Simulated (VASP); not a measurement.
Hf2ZrC3, 6 atoms in the cell. It takes space group R-3m (No. 166, trigonal). The conventional cell has a = 5.878 Å, b = 5.878 Å, c = 9.397 Å, α = 90.00°, β = 90.00°, γ = 120.00°. Within 3.1 Å of Zr (site symmetry -3m) lie 6 C at 2.31 Å and 2 Hf at 2.91 Å. Hf (site symmetry 3m) has 3 C at 2.16 Å and 1 Zr at 2.91 Å within 3.0 Å. Within 3.0 Å of C (site symmetry 2/m) lie 2 Hf at 2.16 Å and 2 Zr at 2.31 Å and 4 C at 2.94 Å. The cell was built from a structure type or drawn by symmetry, and may not be a known phase.

```yaml
Program: VASP 6.6.1
Task: single point
Functional: PBE
Potentials_or_basis: VASP PAW PBE potentials, release 64 (Zr_sv, Hf_pv, C)
Cutoff: 520 eV
k_mesh: 12 × 12 × 12
Occupations: gaussian, width 0.1 eV
Spin: no spin polarisation
Dipole_correction: no
Further_INCAR_settings: ALGO = Normal; EDIFF = 1e-06; NBANDS = 31
```

Potentials or basis: VASP PAW PBE potentials, release 64 (Zr_sv, Hf_pv, C).

Launch:

```sh
$ cat potpaw_PBE.64/Zr_sv/POTCAR potpaw_PBE.64/Hf_pv/POTCAR potpaw_PBE.64/C/POTCAR > POTCAR
$ mpirun -np 1 vasp_std > vasp.out
```

Hardware: 1 thread of Intel(R) Xeon(R) 6975P-C (Granite Rapids), with other jobs on the host.

Q: Estimate the wall time of this run.

A: Wall time 4.4 min on 1 thread of Intel(R) Xeon(R) 6975P-C (Granite Rapids), with other jobs on the host, peak memory 0.6 GiB. Counts: scf iterations 15, k points 189.
